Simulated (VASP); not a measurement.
Here is a VASP 6.6.1 calculation.

File INCAR:

```
ALGO = Normal
EDIFF = 1E-6
ENCUT = 520
GGA = RP
ISIF = 2
ISMEAR = -1
LASPH = True
LCHARG = True
LELF = True
LREAL = False
LVHAR = True
LWAVE = False
NBANDS = 24
NELM = 60
PREC = Accurate
SIGMA = 0.1
```

Contents of KPOINTS:

```
k-points
0
Gamma
  9 9 12
```

The input POSCAR:

```
Y
1.0
    5.7287451327      0.0000000000      0.0000000000
   -2.8643725663      4.9612388168      0.0000000000
    0.0000000000      0.0000000000      3.5754505418
Y
3
Direct
    1.0000000000      0.0000000000      1.0000000000
    0.3333333333      0.6666666667      0.5000000000
    0.6666666667      0.3333333333      0.5000000000
```

Potentials or basis: VASP PAW PBE potentials, release 64 (Y_sv).

The run is started by

```sh
$ cat potpaw_PBE.64/Y_sv/POTCAR > POTCAR
$ mpirun -np 1 vasp_std > vasp.out
```

Task: Estimate the band gap on the k mesh.

Result: Zero (an odd number of electrons rules out a gap without spin polarisation).

Task: Estimate the pressure.

Result: -0.1 GPa.

Caveat: the PAW data sets were made with another functional, which shifts forces and pressure a little.
